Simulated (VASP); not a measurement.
# SnH5 (F-43m) in VASP: a series of runs, part 2 of 2

VASP 6.6.1. The steps go on from the part before.

## Step 4: Relaxation of cell and atoms, PBE

This run uses another cell than the first one, of 9.47 Å³/atom.

Input file INCAR:

```
PREC = Accurate
ENCUT = 600
EDIFF = 1E-7
ISMEAR = 0
SIGMA = 0.1
LREAL = False
LASPH = True
NELM = 100
ALGO = Normal
ISIF = 3
LWAVE = False
LCHARG = False
GGA = PE
IBRION = 2
NSW = 90
EDIFFG = -0.04
```

Input file KPOINTS:

```
regular mesh
0
Gamma
  6 6 6
```

Input file POSCAR:

```
SnH5
1.0
    0.0000000000      3.0508385200      3.0508385200
    3.0508385200      0.0000000000      3.0508385200
    3.0508385200      3.0508385200      0.0000000000
Sn H
1 5
Direct
    0.2500000000      0.2500000000      0.2500000000
    0.6549721800      0.6549721800      0.6549721800
    0.6549721800      0.6549721800      0.0350834500
    0.6549721800      0.0350834500      0.6549721800
    0.0350834500      0.6549721800      0.6549721800
    0.0000000000      0.0000000000      0.0000000000
```

The run is started by

```sh
cat potpaw_PBE.64/Sn_d/POTCAR potpaw_PBE.64/H/POTCAR > POTCAR
mpirun -np 1 vasp_std > vasp.out
```

Wall time 2.4 min (1 thread of Intel Xeon Platinum 8259CL at 2.50GHz (Skylake/Cascade Lake), shared host); peak memory 0.22 GiB.

It converged, with:

* Free energy: -14.8918 eV
* Relaxed volume: 6.79 Å³/atom
* Relaxed cell: a = 3.863 Å, b = 3.863 Å, c = 3.863 Å, α = 60.00°, β = 60.00°, γ = 60.00°
* Space group after relaxing (to 0.1 Å): F-43m (No. 216)
* Energy gained by relaxing: 138.2 meV/atom
* Ionic steps: 8
* Pressure after relaxing: 0.5 GPa
* Largest force after relaxing: 0.033 eV/Å
* Band gap on the k mesh: zero (an odd number of electrons rules out a gap without spin polarisation)

Forces on the atoms (eV/Å):
```
Sn   0.000  0.000  0.000
H   -0.019 -0.019 -0.019
H    0.019  0.019 -0.019
H    0.019 -0.019  0.019
H   -0.019  0.019  0.019
H    0.000  0.000  0.000
```

The path:
```csv
step,energy change (eV),largest force (eV/Å),pressure (GPa),volume (Å³)
1,0.0000,0.2799,-12.80,56.79
2,-0.4530,0.1705,-10.43,50.80
3,-0.7879,0.0448,-3.92,43.87
4,-0.8141,0.1788,0.95,40.98
5,-0.8165,0.1441,-0.36,41.66
6,-0.8163,0.1577,0.15,41.39
7,-0.8215,0.1222,0.22,41.23
8,-0.8292,0.0329,0.52,40.76
```

Final structure:
```cif
data_structure
_symmetry_space_group_name_H-M 'P 1'
_symmetry_Int_Tables_number 1
_cell_length_a 3.8630
_cell_length_b 3.8630
_cell_length_c 3.8630
_cell_angle_alpha 60.000
_cell_angle_beta 60.000
_cell_angle_gamma 60.000
_cell_volume 40.76
loop_
_atom_site_label
_atom_site_type_symbol
_atom_site_fract_x
_atom_site_fract_y
_atom_site_fract_z
_atom_site_occupancy
Sn1 Sn 0.25000 0.25000 0.25000 1
H1 H 0.65453 0.65453 0.65453 1
H2 H 0.65453 0.65453 0.03640 1
H3 H 0.65453 0.03640 0.65453 1
H4 H 0.03640 0.65453 0.65453 1
H5 H 0.00000 0.00000 0.00000 1
```

Levels at points of the mesh, in eV from the Fermi level:
```
           k point  band 5  band 6  band 7  band 8  band 9  band 10  band 11  band 12  band 13
(0.00, 0.00, 0.00)  -21.27  -13.10   -1.69    0.18    0.18     0.18     1.98     5.10     5.10
(0.50, 0.00, 0.00)  -21.23   -9.99   -8.63   -1.45    0.16     0.16     1.97     2.62     2.62
(0.50, 0.50, 0.00)  -21.22   -9.04   -6.90   -4.31   -2.59    -2.59    -1.45     7.99     7.99
```

Caveat: the volume moved by over 15 % at a fixed basis, so the end points are rough; spin-orbit coupling is left out, which moves the levels of the heavy elements.

## Step 5: Single point, PBE

This run uses another cell than the first one, of 6.86 Å³/atom.

Input file INCAR:

```
PREC = Accurate
ENCUT = 520
EDIFF = 1E-6
ISMEAR = 0
SIGMA = 0.1
LREAL = False
LASPH = True
NELM = 100
ALGO = Normal
ISIF = 2
LWAVE = False
LCHARG = False
GGA = PE
NBANDS = 18
```

Input file KPOINTS:

```
Automatic mesh
0
Gamma
  12 12 12
```

Input file POSCAR:

```
SnH5
1.0
    0.0000000000      2.7405040271      2.7405040271
    2.7405040271      0.0000000000      2.7405040271
    2.7405040271      2.7405040271      0.0000000000
Sn H
1 5
Direct
    0.7500000000      0.7500000000      0.7500000000
    0.3449994008      0.9650017977      0.3449994008
    0.3449994008      0.3449994008      0.3449994008
    0.9650017977      0.3449994008      0.3449994008
    0.3449994008      0.3449994008      0.9650017977
    0.0000000000      0.0000000000      0.0000000000
```

The run is started by

```sh
cat potpaw_PBE.64/Sn_d/POTCAR potpaw_PBE.64/H/POTCAR > POTCAR
mpirun -np 1 vasp_std > vasp.out
```

Wall time 59 s (1 thread of Intel Xeon Platinum 8259CL at 2.50GHz (Skylake/Cascade Lake), shared host); peak memory 0.2 GiB.

The run converged. Its results:

| Property | Result |
| --- | --- |
| Free energy | -14.8131 eV |
| Pressure | -0.2 GPa |
| Largest force | 0.004 eV/Å |
| Band gap on the k mesh | zero (an odd number of electrons rules out a gap without spin polarisation) |

Forces in eV/Å, atoms in the order of the input:
```
Sn   0.000  0.000  0.000
H    0.002 -0.002  0.002
H   -0.002 -0.002 -0.002
H   -0.002  0.002  0.002
H    0.002  0.002 -0.002
H    0.000  0.000  0.000
```

Levels at points of the mesh, in eV from the Fermi level:
```csv
k point,band 6,band 7,band 8,band 9,band 10,band 11,band 12,band 13
"(0.00, 0.00, 0.00)",-12.94,-1.68,0.28,0.28,0.28,1.98,5.15,5.15
"(0.50, 0.00, 0.00)",-9.87,-8.51,-1.41,0.26,0.26,2.01,2.67,2.67
"(0.50, 0.50, 0.00)",-8.93,-6.77,-4.27,-2.48,-2.48,-1.36,8.00,8.00
```

Caveat: spin-orbit coupling is left out, which moves the levels of the heavy elements.

## Step 6: Relaxation of cell and atoms, PBE

Input file INCAR:

```
PREC = Accurate
ENCUT = 600
EDIFF = 1E-7
ISMEAR = 0
SIGMA = 0.1
LREAL = False
LASPH = True
NELM = 80
ALGO = Normal
ISIF = 3
LWAVE = False
LCHARG = False
GGA = PE
IBRION = 2
NSW = 100
EDIFFG = -0.01
```

Input file KPOINTS:

```
regular mesh
0
Gamma
  12 12 12
```

Input file POSCAR:

```
SnH5
1.0
    0.0000000000      2.7349804416      2.7349804416
    2.7349804416      0.0000000000      2.7349804416
    2.7349804416      2.7349804416      0.0000000000
Sn H
1 5
Direct
    0.7500000000      0.7500000000      0.7500000000
    0.3455507750      0.9633476751      0.3455507750
    0.3455507750      0.3455507750      0.3455507750
    0.9633476751      0.3455507750      0.3455507750
    0.3455507750      0.3455507750      0.9633476751
    0.0000000000      0.0000000000      0.0000000000
```

Potentials or basis: VASP PAW PBE potentials, release 64 (Sn_d, H).

The run is started by

```sh
cat potpaw_PBE.64/Sn_d/POTCAR potpaw_PBE.64/H/POTCAR > POTCAR
mpirun -np 1 vasp_std > vasp.out
```

OUTCAR:

```text
PREC = Accurate
   ENCUT = 600
   EDIFF = 1E-7
   ISMEAR = 0
   LREAL = False
   LASPH = True
   NELM = 80
   ISIF = 3
   GGA = PE
   IBRION = 2
   NSW = 100
   EDIFFG = -0.01

 ion  position               nearest neighbor table
   1  0.750  0.750  0.750-
   2  0.346  0.963  0.346-
   3  0.346  0.346  0.346-
   4  0.963  0.346  0.346-
   5  0.346  0.346  0.963-
   6  0.000  0.000  0.000-

  LATTYP: Found a face centered cubic cell.
 ALAT       =     5.4699608832

  Lattice vectors:

 A1 = (   0.0000000000,   2.7349804416,   2.7349804416)
 A2 = (   2.7349804416,   0.0000000000,   2.7349804416)
 A3 = (   2.7349804416,   2.7349804416,   0.0000000000)

Analysis of symmetry for initial positions (statically):
=====================================================================
 Subroutine PRICEL returns:
 Original cell was already a primitive cell.

 Routine SETGRP: Setting up the symmetry group for a
 face centered cubic supercell.

 Subroutine GETGRP returns: Found 24 space group operations
 (whereof 24 operations were pure point group operations)
 out of a pool of 48 trial point group operations.

The static configuration has the point symmetry T_d .

Analysis of symmetry for dynamics (positions and initial velocities):
=====================================================================
 Subroutine PRICEL returns:
 Original cell was already a primitive cell.

 Routine SETGRP: Setting up the symmetry group for a
 face centered cubic supercell.

 Subroutine GETGRP returns: Found 24 space group operations
 (whereof 24 operations were pure point group operations)
 out of a pool of 48 trial point group operations.

The dynamic configuration has the point symmetry T_d .

 Subroutine INISYM returns: Found 24 space group operations
[... 134 lines left out ...]
   LEPSILON=     F    determine dielectric tensor
   LRPA    =     F    only Hartree local field effects (RPA)
 conjugate gradient relaxation of ions
 non-spin polarized calculation
 Gauss-broadening in eV      SIGMA  =   0.10
  energy-cutoff  :      600.00
  volume of cell :       40.92
 maximum number of plane-waves:      1384
   NGX = 15   NGY = 15   NGZ = 15

--------------------------------------- Ionic step        1  -------------------------------------------

 number of electron      19.0000003 magnetization

 Free energy of the ion-electron system (eV)
  ---------------------------------------------------
  ext. energy  EPLUGINS =         0.00000000
  ---------------------------------------------------
  free energy    TOTEN  =       -14.81335542 eV

  energy without entropy =      -14.80408155  energy(sigma->0) =      -14.80871849

------------------------ aborting loop because EDIFF is reached ----------------------------------------

  FORCE on cell =-STRESS in cart. coord.  units (eV):
  Direction    XX          YY          ZZ          XY          YZ          ZX
  --------------------------------------------------------------------------------------
  -------------------------------------------------------------------------------------
  Total        0.0750971      0.0750971      0.0750971     -0.0000000      0.0000000     -0.0000000
  in kB        2.9406333      2.9406333      2.9406333     -0.0000000      0.0000000     -0.0000000
  external PRESSURE =       2.9406333 kB  Pullay stress =       0.0000000 kB
[... 107 lines left out ...]
--------------------------------------- Ionic step        4  -------------------------------------------

 number of electron      19.0000003 magnetization

 Free energy of the ion-electron system (eV)
  ---------------------------------------------------
  ext. energy  EPLUGINS =         0.00000000
  ---------------------------------------------------
  free energy    TOTEN  =       -14.81371419 eV

  energy without entropy =      -14.80428252  energy(sigma->0) =      -14.80899835

 E-fermi :   5.8155     XC(G=0): -10.7535

 val. band max:        5.8097889290   @ k =   0.3333   0.2500   0.0833
 cond. band min:       5.8407724394   @ k =  -0.1667   0.1667   0.0000
 fundamental gap:      0.0309835104
 Fermi energy:         5.8155118156

 k-point     1 :       0.0000    0.0000    0.0000
  band No.  band energies     occupation
      1     -15.3842      2.00000
      2     -15.3842      2.00000
      3     -15.3842      2.00000
      4     -15.3769      2.00000
      5     -15.3769      2.00000
      6      -7.1166      2.00000
      7       4.1563      2.00000
      8       6.0906      0.00010
      9       6.0906      0.00010
     10       6.0906      0.00010
     11       7.8042      0.00000
     12      10.9612      0.00000
     13      10.9612      0.00000
[... 354 lines left out ...]
  band No.  band energies     occupation
      1     -15.4041      2.00000
      2     -15.3889      2.00000
      3     -15.3792      2.00000
      4     -15.3512      2.00000
      5     -15.3435      2.00000
      6      -3.8095      2.00000
      7      -2.2176      2.00000
      8       2.5858      2.00000
      9       4.8327      2.00000
     10       5.2946      2.00000
     11       8.0736      0.00000
     12       9.6797      0.00000
     13      11.4665      0.00000

 [... further k-points ...]
[... 5 lines left out ...]
  --------------------------------------------------------------------------------------
  -------------------------------------------------------------------------------------
  Total       -0.0234604     -0.0234604     -0.0234604     -0.0000000      0.0000000      0.0000000
  in kB       -0.9131496     -0.9131496     -0.9131496     -0.0000000      0.0000000      0.0000000
  external PRESSURE =      -0.9131496 kB  Pullay stress =       0.0000000 kB
[... 21 lines left out ...]
  FREE ENERGIE OF THE ION-ELECTRON SYSTEM (eV)
  ---------------------------------------------------
  free  energy   TOTEN  =       -14.8137141908 eV

  energy  without entropy=      -14.8042825152  energy(sigma->0) =      -14.80899835

 reached required accuracy - stopping structural energy minimisation
```

OSZICAR:

```text
N       E                     dE             d eps       ncg     rms          rms(c)
DAV:   1     0.992733661038E+02    0.99273E+02   -0.10071E+04  1877   0.210E+03
DAV:   2    -0.754187867440E+01   -0.10682E+03   -0.10465E+03  1912   0.411E+02
DAV:   3    -0.150506598388E+02   -0.75088E+01   -0.73708E+01  2407   0.932E+01
[... 31 lines left out ...]
   3 F= -.14813644E+02 E0= -.14808943E+02  d E =-.288757E-03
       N       E                     dE             d eps       ncg     rms          rms(c)
DAV:   1    -0.148137046238E+02   -0.60460E-04   -0.26559E-03  1892   0.334E-01    0.779E-03
DAV:   2    -0.148137143021E+02   -0.96783E-05   -0.10362E-04  2382   0.748E-02    0.400E-03
DAV:   3    -0.148137141878E+02    0.11434E-06   -0.53160E-07  1992   0.531E-03    0.150E-03
DAV:   4    -0.148137141908E+02   -0.30038E-08   -0.70974E-08  1336   0.234E-03
   4 F= -.14813714E+02 E0= -.14808998E+02  d E =-.700092E-04
```

It took 1.7 min on 1 thread of Intel Xeon Platinum 8259CL at 2.50GHz (Skylake/Cascade Lake), shared host; peak memory 0.21 GiB.

What came out:

- Free energy: -14.8137 eV
- Relaxed volume: 6.86 Å³/atom
- Relaxed cell: a = 3.876 Å, b = 3.876 Å, c = 3.876 Å, α = 60.00°, β = 60.00°, γ = 60.00°
- Space group after relaxing (to 0.1 Å): F-43m (No. 216)
- Energy gained by relaxing: 0.1 meV/atom
- Ionic steps: 4
- Pressure after relaxing: -0.1 GPa
- Largest force after relaxing: 0.010 eV/Å
- Band gap on the k mesh: zero (an odd number of electrons rules out a gap without spin polarisation)

Forces on the atoms (eV/Å):
```
Sn   0.000  0.000  0.000
H    0.006 -0.006  0.006
H   -0.006 -0.006 -0.006
H   -0.006  0.006  0.006
H    0.006  0.006 -0.006
H    0.000  0.000  0.000
```

Step by step:
```
step  energy change (eV)  largest force (eV/Å)  pressure (GPa)  volume (Å³)
   1              0.0000                0.0156            0.29        40.92
   2             -0.0002                0.0152            0.18        40.99
   3             -0.0003                0.0143           -0.12        41.16
   4             -0.0004                0.0097           -0.09        41.16
```

Final structure:
```
Sn H
1.0
     0.00000    2.74047    2.74047
     2.74047    0.00000    2.74047
     2.74047    2.74047    0.00000
Sn H
1 5
Direct
  0.75000 0.75000 0.75000
  0.34513 0.96460 0.34513
  0.34513 0.34513 0.34513
  0.96460 0.34513 0.34513
  0.34513 0.34513 0.96460
  0.00000 0.00000 0.00000
```

Caveat: spin-orbit coupling is left out, which moves the levels of the heavy elements.

## Step 7: Overview

| task | cell | k mesh | cutoff (eV) | gap on the mesh (eV) | pressure (GPa) | largest force (eV/Å) |
| --- | --- | --- | --- | --- | --- | --- |
| single point | a = 3.868 Å, angles 60.0°, 6 atoms | 6 × 6 × 6 | 520 | none | 0.0 | 0.03 |
| single point | a = 4.315 Å, angles 60.0°, 6 atoms | 6 × 6 × 6 | 520 | none | -12.9 | 0.28 |
| relaxation of cell and atoms | relaxed from a = 4.315 Å, angles 60.0°, 6 atoms | 6 × 6 × 6 | 600 | none | 0.5 | 0.03 |
| single point | a = 3.876 Å, angles 60.0°, 6 atoms | 12 × 12 × 12 | 520 | none | -0.2 | - |
| relaxation of cell and atoms | relaxed from a = 3.868 Å, angles 60.0°, 6 atoms | 12 × 12 × 12 | 600 | none | -0.1 | 0.01 |

Alike in all rows: level PBE; potentials or basis VASP PAW PBE potentials, release 64 (Sn_d, H); no spin polarisation; smearing gaussian 0.1 eV.

Caveats: spin-orbit coupling is left out, which moves the levels of the heavy elements; the cell stands under tension (at least some runs); the volume moved by over 15 % at a fixed basis, so the end points are rough (at least some runs).

Total energies depend on the potentials used, so only differences within one code and one set of settings carry meaning.
